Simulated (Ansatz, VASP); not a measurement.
## GaN in VASP and in Ansatz

```
Ga N
1.0
     0.00000    2.24894    2.24894
     2.24894    0.00000    2.24894
     2.24894    2.24894    0.00000
Ga N
1 1
Cartesian
  0.0000 0.0000 0.0000
  3.3734 3.3734 3.3734
```

Alike in both runs: functional r2SCAN; k mesh 10 × 10 × 10; occupations gaussian, width 0.02 eV; no spin polarisation.

Ansatz relaxed the structure, and its values are those at the end. VASP's run is a single point on that final structure, the one shown.

|  | VASP | Ansatz |
| --- | --- | --- |
| version | VASP 6.6.1 | Ansatz 0.2.0 |
| potentials or method | VASP PAW PBE potentials, release 64 (Ga_d, N_h), cutoff 910 eV | scalar-relativistic, plane waves, PAW |
| valence electrons in the cell | 18 | 18 |

|  | VASP | Ansatz | Ansatz less VASP |
| --- | --- | --- | --- |
| gap on the k mesh at the Fermi level (eV) | 2.16 | 2.17 | +0.011 |
| least direct gap on the mesh (eV) | 2.16 | 2.17 | +0.011 |

VASP's potentials were made for PBE, not for r2SCAN.

Noted on VASP's run: the cutoff is short for stress, so the pressure is rough.
